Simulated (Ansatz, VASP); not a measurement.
## Two plane-wave programs on Mg3GePd

File INCAR:

```
SYSTEM = Mg3GePd
ALGO     = Fast           ! electronic algorithm
EDIFF    = 1E-6           ! SCF threshold, eV
ENCUT    = 520            ! plane-wave cutoff, eV
GGA      = PE             ! functional
ISIF     = 2              ! what is computed and relaxed
ISMEAR   = 0              ! smearing method
LASPH    = .True.         ! aspherical terms in the spheres
LCHARG   = .False.        ! write CHGCAR
LREAL    = .False.        ! projectors in reciprocal space
LWAVE    = .False.        ! write WAVECAR
NBANDS   = 41             ! bands
NELM     = 100            ! most SCF steps
PREC     = Accurate       ! precision mode
SIGMA    = 0.1            ! smearing width, eV
```

Contents of KPOINTS:

```
k-points
0
Gamma
  3 3 4
  0 0 0
```

The input POSCAR:

```
Mg3GePd
1.0
    6.2282473053      0.0000000000      0.0000000000
   -3.1141236527      5.3938203875      0.0000000000
    0.0000000000      0.0000000000      5.3211135948
Mg Ge Pd
6 2 2
Direct
    0.1460000000      0.2919999999      0.2500000000
    0.8540000000      0.1460000000      0.7500000000
    0.8540000000      0.7080000001      0.7500000000
    0.1460000000      0.8540000000      0.2500000000
    0.7080000001      0.8540000000      0.2500000000
    0.2919999999      0.1460000000      0.7500000000
    0.3333333333      0.6666666667      0.7500000000
    0.6666666667      0.3333333333      0.2500000000
    0.0000000000      0.0000000000      0.5000000000
    0.0000000000      0.0000000000      0.0000000000
```

Input for Ansatz:

```yaml
crystal:
  lattice:
    - [6.2282473053, 0.0, 0.0]
    - [-3.1141236527, 5.3938203875, 0.0]
    - [0.0, 0.0, 5.3211135948]
  atoms:
    - { symbol: Mg, position: [0.146, 0.2919999999, 0.25] }
    - { symbol: Mg, position: [0.854, 0.146, 0.75] }
    - { symbol: Mg, position: [0.854, 0.7080000001, 0.75] }
    - { symbol: Mg, position: [0.146, 0.854, 0.25] }
    - { symbol: Mg, position: [0.7080000001, 0.854, 0.25] }
    - { symbol: Mg, position: [0.2919999999, 0.146, 0.75] }
    - { symbol: Ge, position: [0.3333333333, 0.6666666667, 0.75] }
    - { symbol: Ge, position: [0.6666666667, 0.3333333333, 0.25] }
    - { symbol: Pd, position: [0.0, 0.0, 0.5] }
    - { symbol: Pd, position: [0.0, 0.0, 0.0] }
basis:
  ecutwfc: 420
kpoints:
  mp_grid: { grid: [3, 3, 4] }
hamiltonian:
  xc: pbe
scf:
  occupations: { method: gaussian, width: 0.1 }
  lower_state_search: "off"
output:
  forces: true
  stress: true
  eigenvalues: true
```

Alike in both runs: task single point; functional PBE; k mesh 3 × 3 × 4; occupations gaussian, width 0.1 eV; no spin polarisation.

|  | VASP | Ansatz |
| --- | --- | --- |
| version | VASP 6.6.1 | Ansatz 0.2.0 |
| potentials or method | VASP PAW PBE potentials, release 64 (Mg, Ge_d, Pd), cutoff 520 eV | scalar-relativistic, plane waves, PAW |
| valence electrons in the cell | 60 | 124 |

|  | VASP | Ansatz | Ansatz less VASP |
| --- | --- | --- | --- |
| gap on the k mesh at the Fermi level (eV) | none | none | - |
| rms of the force components (eV/Å) | 4.880 | 4.921 | +0.0406 |

Atom by atom the forces differ by 0.041 eV/Å (rms over components). A gap of «none» marks a metal or a gap that the smearing closes. With one functional, cell and mesh, what is left measures potentials, basis and numerics. VASP's potentials hold 60 valence electrons a cell and Ansatz's 124, so a difference there can come from the potentials and not from the codes.

The k mesh is coarse, so the values compare programs but aren't converged.
